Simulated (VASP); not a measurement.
W:

```
W
1.0
     2.80966    0.00000    0.00000
     0.00000    4.86387    0.00000
     0.00000    0.00000    4.92370
W
4
Direct
  0.79317 0.56316 0.25000
  0.20683 0.06316 0.25000
  0.20683 0.43684 0.75000
  0.79317 0.93684 0.75000
```

Base run:

```yaml
Program: VASP 6.6.1
Functional: PBEsol
Potentials_or_basis: VASP PAW PBE potentials, release 64 (W_sv)
Cutoff: 500 eV
k_mesh: 8 × 5 × 5
Occupations: methfessel-paxton, width 0.1 eV
Spin: no spin polarisation
```

Its results: band gap on the k mesh zero (bands 28 and 29 overlap by 1.29 eV); pressure -10.4 GPa; largest force 0.024 eV/Å.

**Question.** The run is repeated on the same cell with these changes: functional from PBEsol to BLYP. What comes out?

**Answer.** Band gap on the k mesh zero (bands 28 and 29 overlap by 1.40 eV); pressure 7.9 GPa; largest force 0.101 eV/Å.

BLYP binds less tightly than PBEsol, so the same cell stands under more pressure.

Caveats: the PAW data sets were made with another functional, which shifts forces and pressure a little; spin-orbit coupling is left out, which moves the levels of the heavy elements; the cell stands under tension (at least some runs); the cell stands under pressure (at least some runs).
